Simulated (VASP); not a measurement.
A run of VASP 6.6.1 is set up as follows.

The input INCAR:

```
SYSTEM = TiC
  ALGO = Normal
  EDIFF = 1E-6
  ENCUT = 520
  GGA = PS
  ISIF = 2
  ISMEAR = -1
  LASPH = .TRUE.
  LCHARG = .TRUE.
  LELF = .TRUE.
  LREAL = .FALSE.
  LVHAR = .TRUE.
  LWAVE = .FALSE.
  NBANDS = 15
  NELM = 80
  PREC = Accurate
  SIGMA = 0.05
```

File KPOINTS:

```
k-points
0
G
  11 11 11
  0 0 0
```

The input POSCAR:

```
TiC
1.0
    0.0000000000      2.1465562527      2.1465562527
    2.1465562527      0.0000000000      2.1465562527
    2.1465562527      2.1465562527      0.0000000000
Ti C
1 1
Direct
    0.0000000000      0.0000000000      0.0000000000
    0.5000000000      0.5000000000      0.5000000000
```

Potentials or basis: VASP PAW PBE potentials, release 64 (Ti_sv, C).

Launch:

```console
$ cat potpaw_PBE.64/Ti_sv/POTCAR potpaw_PBE.64/C/POTCAR > POTCAR
$ mpirun -np 1 vasp_std > vasp.out
```

What does it give for the pressure?

0.3 GPa.

What does it give for the band gap on the k mesh?

Zero (band 8 reaches 10.29 eV, above the bottom of band 9 at 9.20 eV).

Caveat: the PAW data sets were made with another functional, which shifts forces and pressure a little.
